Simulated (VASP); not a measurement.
# TlCl (Pm-3m) in VASP: notebook

The runs below take TlCl through single point, with PBE.

Everything below comes from runs of VASP 6.6.1. Logs are shortened: lines on timing, memory, paths and dates and some standing lists are left out, and cuts for length are marked.

## (1) The cell of the first run

It takes space group Pm-3m (No. 221, cubic). The conventional cell has a = 3.839 Å, b = 3.839 Å, c = 3.839 Å, α = 90.00°, β = 90.00°, γ = 90.00°. Tl (site symmetry m-3m) has 8 Cl at 3.32 Å and 6 Tl at 3.84 Å within 4.4 Å. Within 4.4 Å of Cl (site symmetry m-3m) lie 8 Tl at 3.32 Å and 6 Cl at 3.84 Å.

## (2) Single point, PBE

Input file INCAR:

```
PREC     = Accurate       # precision mode
ENCUT    = 500            # plane-wave cutoff, eV
EDIFF    = 1E-6           # SCF threshold, eV
ISMEAR   = 0              # smearing method
SIGMA    = 0.01           # smearing width, eV
LREAL    = F              # projectors in reciprocal space
LASPH    = T              # aspherical terms in the spheres
NELM     = 120            # most SCF steps
ALGO     = Normal         # electronic algorithm
ISIF     = 2              # what is computed and relaxed
LWAVE    = F              # write WAVECAR
LCHARG   = F              # write CHGCAR
GGA      = PE             # functional
NBANDS   = 17             # bands
GGA_COMPAT= F
```

Input file KPOINTS:

```
Automatic mesh
0
Gamma
  6 6 6
```

Input file POSCAR:

```
TlCl
1.0
    3.8388256317      0.0000000000      0.0000000000
    0.0000000000      3.8388256317      0.0000000000
    0.0000000000      0.0000000000      3.8388256317
Tl Cl
1 1
Direct
    0.0000000000      0.0000000000      0.0000000000
    0.5000000000      0.5000000000      0.5000000000
```

Potentials or basis: VASP PAW PBE potentials, release 64 (Tl_d, Cl).

The run is started by

```
$ cat potpaw_PBE.64/Tl_d/POTCAR potpaw_PBE.64/Cl/POTCAR > POTCAR
$ mpirun -np 1 vasp_std > vasp.out
```

OUTCAR:

```text
PREC = Accurate
   ENCUT = 500
   EDIFF = 1E-6
   ISMEAR = 0
   LREAL = F
   LASPH = T
   NELM = 120
   ISIF = 2
   GGA = PE

 ion  position               nearest neighbor table
   1  0.000  0.000  0.000-   2 3.32   2 3.32   2 3.32   2 3.32   2 3.32   2 3.32   2 3.32   2 3.32

   2  0.500  0.500  0.500-   1 3.32   1 3.32   1 3.32   1 3.32   1 3.32   1 3.32   1 3.32   1 3.32

  LATTYP: Found a simple cubic cell.
 ALAT       =     3.8388256317

  Lattice vectors:

 A1 = (   3.8388256317,   0.0000000000,   0.0000000000)
 A2 = (   0.0000000000,   3.8388256317,   0.0000000000)
 A3 = (   0.0000000000,   0.0000000000,   3.8388256317)

Analysis of symmetry for initial positions (statically):
=====================================================================
 Subroutine PRICEL returns:
 Original cell was already a primitive cell.

 Routine SETGRP: Setting up the symmetry group for a
 simple cubic supercell.

 Subroutine GETGRP returns: Found 48 space group operations
 (whereof 48 operations were pure point group operations)
 out of a pool of 48 trial point group operations.

The static configuration has the point symmetry O_h .

Analysis of symmetry for dynamics (positions and initial velocities):
=====================================================================
 Subroutine PRICEL returns:
 Original cell was already a primitive cell.

 Routine SETGRP: Setting up the symmetry group for a
 simple cubic supercell.

 Subroutine GETGRP returns: Found 48 space group operations
 (whereof 48 operations were pure point group operations)
 out of a pool of 48 trial point group operations.

The dynamic configuration has the point symmetry O_h .

 Subroutine INISYM returns: Found 48 space group operations
 (whereof 48 operations are pure point group operations),
 and found     1 'primitive' translations

----------------------------------------------------------------------------------------

                                     Primitive cell

  volume of cell :      56.5712

  direct lattice vectors                    reciprocal lattice vectors
     3.838825632  0.000000000  0.000000000     0.260496333  0.000000000  0.000000000
     0.000000000  3.838825632  0.000000000     0.000000000  0.260496333  0.000000000
     0.000000000  0.000000000  3.838825632     0.000000000  0.000000000  0.260496333

  length of vectors
[... 73 lines left out ...]
   LSORBIT =      F    spin-orbit coupling
   LASPH  =      T    aspherical Exc in radial PAW
   ENCUT  =  500.0 eV  36.75 Ry    6.06 a.u.   7.00  7.00  7.00*2*pi/ulx,y,z
   NELM   =    120;   NELMIN=  2; NELMDL= -5     # of ELM steps
   EDIFF  = 0.1E-05   stopping-criterion for ELM
   LREAL  =      F    real-space projection
   EDIFFG = 0.1E-04   stopping-criterion for IOM
   NSW    =      0    number of steps for IOM
   IBRION =     -1    ionic relax: 0-MD 1-quasi-New 2-CG
   NFREE  =      0    steps in history (QN), initial steepest desc. (CG)
   ISIF   =      2    stress and relaxation
   ISYM   =      2    0-nonsym 1-usesym 2-fastsym
   POTIM  = 0.5000    time-step for ionic-motion
   TEBEG  =    0.0;   TEEND  =   0.0 temperature during run
   PSTRESS=    0.0 pullay stress
   NELECT =      20.0000    total number of electrons
   NUPDOWN=      -1.0000    fix difference up-down
   EMIN   =  10.00;   EMAX   =-10.00  energy-range for DOS
   EFERMI =   0.00;   METHOD = LEGACY
   ISMEAR =     0;   SIGMA  =   0.01  broadening in eV -4-tet -1-fermi 0-gaus
   EFERMI_NEDOS =   21; number of points for ismear=-14 and -15
   IALGO  =     38    algorithm
   IMIX   =      4    mixing-type and parameters
     AMIX     =   0.40;   BMIX     =  1.00
     AMIX_MAG =   1.60;   BMIX_MAG =  1.00
  volume/ion in A,a.u.               =      28.29       190.88
  Fermi-wavevector in a.u.,A,eV,Ry     =   1.157586  2.187520 18.231867  1.340004
  Thomas-Fermi vector in A             =   2.294196
   LORBIT       =      0    0 simple, 1 ext, 2 COOP (PROOUT), +10 PAW based schemes
   GGA     = PE    functional components
   LHFCALC =     F    Hartree Fock is set to
   AEXX    =    0.0000 exact exchange contribution
   IVDW    =     0    specifies the selected vdW correction
   LEPSILON=     F    determine dielectric tensor
   LRPA    =     F    only Hartree local field effects (RPA)
 non-spin polarized calculation
 Gauss-broadening in eV      SIGMA  =   0.01
  energy-cutoff  :      500.00
  volume of cell :       56.57
 maximum number of plane-waves:      1472
 NGX is ok and might be reduce to    28
   NGX = 13   NGY = 13   NGZ = 13

 number of electron      19.9999993 magnetization

 Free energy of the ion-electron system (eV)
  ---------------------------------------------------
  ext. energy  EPLUGINS =         0.00000000
  ---------------------------------------------------
  free energy    TOTEN  =        -6.00571005 eV

  energy without entropy =       -6.00571005  energy(sigma->0) =       -6.00571005

 E-fermi :   2.7550     XC(G=0):  -9.1200

 val. band max:        2.6750032409   @ k =   0.5000   0.0000   0.0000
 cond. band min:       4.7664002302   @ k =   0.5000   0.0000   0.0000
 fundamental gap:      2.0913969894
 Fermi energy:         2.7550189296

 k-point     1 :       0.0000    0.0000    0.0000
  band No.  band energies     occupation
      1     -11.0831      2.00000
      2      -7.2540      2.00000
      3      -7.2540      2.00000
      4      -7.0115      2.00000
      5      -7.0115      2.00000
      6      -7.0115      2.00000
[... 377 lines left out ...]
      4      -7.1908      2.00000
      5      -6.9425      2.00000
      6      -6.9425      2.00000
[... 9 lines left out ...]
     16      15.5056      0.00000
     17      19.6968      0.00000

------------------------ aborting loop because EDIFF is reached ----------------------------------------

  FORCE on cell =-STRESS in cart. coord.  units (eV):
  Direction    XX          YY          ZZ          XY          YZ          ZX
  --------------------------------------------------------------------------------------
  -------------------------------------------------------------------------------------
  Total        0.3943887      0.3943887      0.3943887      0.0000000     -0.0000000     -0.0000000
  in kB       11.1696594     11.1696594     11.1696594      0.0000000     -0.0000000     -0.0000000
  external PRESSURE =      11.1696594 kB  Pullay stress =       0.0000000 kB

 VOLUME and BASIS-vectors are now :
 -----------------------------------------------------------------------------
  energy-cutoff  :      500.00
  volume of cell :       56.57
      direct lattice vectors                 reciprocal lattice vectors
     3.838825632  0.000000000  0.000000000     0.260496333  0.000000000  0.000000000
     0.000000000  3.838825632  0.000000000     0.000000000  0.260496333  0.000000000
     0.000000000  0.000000000  3.838825632     0.000000000  0.000000000  0.260496333

 POSITION                                       TOTAL-FORCE (eV/Angst)
 -----------------------------------------------------------------------------------
      0.00000      0.00000      0.00000         0.000000      0.000000      0.000000
      1.91941      1.91941      1.91941         0.000000      0.000000      0.000000
 -----------------------------------------------------------------------------------
    total drift:                               -0.000000      0.000000      0.000000

  FREE ENERGIE OF THE ION-ELECTRON SYSTEM (eV)
  ---------------------------------------------------
  free  energy   TOTEN  =        -6.0057100528 eV

  energy  without entropy=       -6.0057100528  energy(sigma->0) =       -6.00571005
```

Wall time 21 s (1 thread of Intel Xeon 8259CL, shared host); peak memory 0.16 GiB.

What came out:

```yaml
Free_energy: -6.0057 eV
Pressure: 1.1 GPa
Band_gap_on_the_k_mesh: 2.09 eV, direct
```

Levels at points of the mesh, in eV from the valence-band top:
| k point | band 6 | band 7 | band 8 | band 9 | band 10 | band 11 | band 12 | band 13 | band 14 | band 15 |
| --- | --- | --- | --- | --- | --- | --- | --- | --- | --- | --- |
| (0.00, 0.00, 0.00) | -9.69 | -4.55 | -1.51 | -1.51 | -1.51 | 7.81 | 7.81 | 7.81 | 7.85 | 7.85 |
| (0.50, 0.00, 0.00) | -9.68 | -5.42 | -1.08 | -1.08 | 0.00 | 2.09 | 6.57 | 6.57 | 8.80 | 11.53 |
| (0.50, 0.50, 0.00) | -9.62 | -3.36 | -2.96 | -2.96 | -1.04 | 4.89 | 4.89 | 8.44 | 8.46 | 11.44 |
| (0.50, 0.50, 0.50) | -9.62 | -2.16 | -2.00 | -2.00 | -2.00 | 2.56 | 2.56 | 2.56 | 12.83 | 12.83 |

Caveat: spin-orbit coupling is left out, which moves the levels of the heavy elements.

## (3) Single point, PBE (volume changed by -6%)

INCAR is that of step 2.

KPOINTS is that of step 2.

Input file POSCAR:

```
TlCl
1.0
    3.8202541745      0.0000000000      0.0000000000
    0.0000000000      3.8202541745      0.0000000000
    0.0000000000      0.0000000000      3.8202541745
Tl Cl
1 1
Direct
    0.0000000000      0.0000000000      0.0000000000
    0.5000000000      0.5000000000      0.5000000000
```

Potentials or basis: VASP PAW PBE potentials, release 64 (Tl_d, Cl).

The run is started by

```
$ cat potpaw_PBE.64/Tl_d/POTCAR potpaw_PBE.64/Cl/POTCAR > POTCAR
$ mpirun -np 1 vasp_std > vasp.out
```

Wall time 20 s (1 thread of Intel Xeon 8259CL, shared host); peak memory 0.16 GiB.

Results (log left out):

| Item | Value |
| --- | --- |
| Free energy | -5.9987 eV |
| Pressure | 1.5 GPa |
| Band gap on the k mesh | 2.05 eV, direct |

Levels at points of the mesh, in eV from the valence-band top:
| k point | band 8 | band 9 | band 10 | band 11 | band 12 | band 13 |
| --- | --- | --- | --- | --- | --- | --- |
| (0.00, 0.00, 0.00) | -1.58 | -1.58 | -1.58 | 7.81 | 7.81 | 7.86 |
| (0.50, 0.00, 0.00) | -1.14 | -1.14 | 0.00 | 2.05 | 6.57 | 6.57 |
| (0.50, 0.50, 0.00) | -3.07 | -3.07 | -1.10 | 4.90 | 4.90 | 8.43 |
| (0.50, 0.50, 0.50) | -2.07 | -2.07 | -2.07 | 2.50 | 2.50 | 2.50 |

Caveat: the cell differs from its parent crystal (volume changed by -6%); spin-orbit coupling is left out, which moves the levels of the heavy elements. A k mesh can miss the band edges.

## (4) Single point, PBE (volume changed by -3%)

Input file INCAR:

```
SYSTEM = TlCl
PREC = Accurate
ENCUT = 500
EDIFF = 1E-6
ISMEAR = 0
SIGMA = 0.01
LREAL = .FALSE.
LASPH = .TRUE.
NELM = 120
ALGO = Normal
ISIF = 2
LWAVE = .FALSE.
LCHARG = .FALSE.
GGA = PE
NBANDS = 17
GGA_COMPAT = .FALSE.
```

Input file KPOINTS:

```
Automatic mesh
0
G
  6 6 6
  0 0 0
```

Input file POSCAR:

```
TlCl
1.0
    3.8604703317      0.0000000000      0.0000000000
    0.0000000000      3.8604703317      0.0000000000
    0.0000000000      0.0000000000      3.8604703317
Tl Cl
1 1
Direct
    0.0000000000      0.0000000000      0.0000000000
    0.5000000000      0.5000000000      0.5000000000
```

Potentials or basis: VASP PAW PBE potentials, release 64 (Tl_d, Cl).

The run is started by

```
$ cat potpaw_PBE.64/Tl_d/POTCAR potpaw_PBE.64/Cl/POTCAR > POTCAR
$ mpirun -np 1 vasp_std > vasp.out
```

OUTCAR:

```text
SYSTEM = TlCl
   PREC = Accurate
   ENCUT = 500
   EDIFF = 1E-6
   ISMEAR = 0
   LREAL = .FALSE.
   LASPH = .TRUE.
   NELM = 120
   ISIF = 2
   GGA = PE

 ion  position               nearest neighbor table
   1  0.000  0.000  0.000-   2 3.34   2 3.34   2 3.34   2 3.34   2 3.34   2 3.34   2 3.34   2 3.34

   2  0.500  0.500  0.500-   1 3.34   1 3.34   1 3.34   1 3.34   1 3.34   1 3.34   1 3.34   1 3.34

  LATTYP: Found a simple cubic cell.
 ALAT       =     3.8604703317

  Lattice vectors:

 A1 = (   3.8604703317,   0.0000000000,   0.0000000000)
[... 580 lines left out ...]

  FORCE on cell =-STRESS in cart. coord.  units (eV):
  Direction    XX          YY          ZZ          XY          YZ          ZX
  --------------------------------------------------------------------------------------
  -------------------------------------------------------------------------------------
  Total        0.2399901      0.2399901      0.2399901      0.0000000      0.0000000      0.0000000
  in kB        6.6831821      6.6831821      6.6831821      0.0000000      0.0000000      0.0000000
  external PRESSURE =       6.6831821 kB  Pullay stress =       0.0000000 kB

 VOLUME and BASIS-vectors are now :
 -----------------------------------------------------------------------------
  energy-cutoff  :      500.00
  volume of cell :       57.53
      direct lattice vectors                 reciprocal lattice vectors
     3.860470332  0.000000000  0.000000000     0.259035795  0.000000000  0.000000000
     0.000000000  3.860470332  0.000000000     0.000000000  0.259035795  0.000000000
     0.000000000  0.000000000  3.860470332     0.000000000  0.000000000  0.259035795

 POSITION                                       TOTAL-FORCE (eV/Angst)
 -----------------------------------------------------------------------------------
      0.00000      0.00000      0.00000         0.000000      0.000000      0.000000
      1.93024      1.93024      1.93024         0.000000      0.000000      0.000000
 -----------------------------------------------------------------------------------
    total drift:                               -0.000000      0.000000      0.000000

  FREE ENERGIE OF THE ION-ELECTRON SYSTEM (eV)
  ---------------------------------------------------
  free  energy   TOTEN  =        -6.0114780156 eV

  energy  without entropy=       -6.0114780156  energy(sigma->0) =       -6.01147802
```

Run time: 24 s. Hardware: 1 thread of Intel Xeon 8259CL, shared host; peak memory 0.16 GiB.

What came out:

```
Free energy            : -6.0115 eV
Pressure               : 0.7 GPa
Band gap on the k mesh : 2.13 eV, direct
```

Caveat: the cell differs from its parent crystal (volume changed by -3%); spin-orbit coupling is left out, which moves the levels of the heavy elements. A k mesh can miss the band edges.

## (5) Single point, PBE

This run uses another cell than the first one, of 29.66 Å³/atom, 1.048 times its volume.

Input file INCAR:

```
SYSTEM = TlCl
  PREC = Accurate
  ENCUT = 500
  EDIFF = 1E-6
  ISMEAR = 0
  SIGMA = 0.01
  LREAL = .False.
  LASPH = .True.
  NELM = 120
  ALGO = Normal
  ISIF = 2
  LWAVE = .False.
  LCHARG = .True.
  GGA = PE
  LELF = .True.
  LVHAR = .True.
  NBANDS = 17
  GGA_COMPAT = .False.
```

Input file KPOINTS:

```
Automatic mesh
0
Gamma
  6 6 6
  0 0 0
```

Input file POSCAR:

```
TlCl
1.0
    3.8998656071      0.0000000000      0.0000000000
    0.0000000000      3.8998656071      0.0000000000
    0.0000000000      0.0000000000      3.8998656071
Tl Cl
1 1
Direct
    0.0000000000      0.0000000000      0.0000000000
    0.5000000000      0.5000000000      0.5000000000
```

The run is started by

```
$ cat potpaw_PBE.64/Tl_d/POTCAR potpaw_PBE.64/Cl/POTCAR > POTCAR
$ mpirun -np 1 vasp_std > vasp.out
```

Wall time 27 s (1 thread of Intel Xeon 8259CL, shared host); peak memory 0.16 GiB.

The run converged. Its results:

* Free energy: -6.0154 eV
* Pressure: -0.1 GPa
* Band gap on the k mesh: 2.20 eV, direct

Levels at points of the mesh, in eV from the valence-band top:
```
           k point  band 7  band 8  band 9  band 10  band 11  band 12  band 13  band 14
(0.00, 0.00, 0.00)   -4.44   -1.30   -1.30    -1.30     7.63     7.63     7.63     7.96
(0.50, 0.00, 0.00)   -5.15   -0.91   -0.91     0.00     2.20     6.56     6.56     8.98
(0.50, 0.50, 0.00)   -3.29   -2.64   -2.64    -0.86     4.84     4.84     8.25     8.45
(0.50, 0.50, 0.50)   -2.22   -1.77   -1.77    -1.77     2.73     2.73     2.73    12.58
```

Caveat: spin-orbit coupling is left out, which moves the levels of the heavy elements. A k mesh can miss the band edges.

## (6) The runs side by side

```csv
cell,gap on the mesh (eV),pressure (GPa)
"a = 3.839 Å, 2 atoms",2.09,1.1
"a = 3.820 Å, 2 atoms",2.05,1.5
"a = 3.860 Å, 2 atoms",2.13,0.7
"a = 3.900 Å, 2 atoms",2.20,-0.1
```

Alike in all rows: task single point; level PBE; potentials or basis VASP PAW PBE potentials, release 64 (Tl_d, Cl); no spin polarisation; k mesh 6 × 6 × 6; cutoff (eV) 500; smearing gaussian 0.01 eV.

Caveats: spin-orbit coupling is left out, which moves the levels of the heavy elements.

Absolute energies hang on the potentials; compare differences alone.
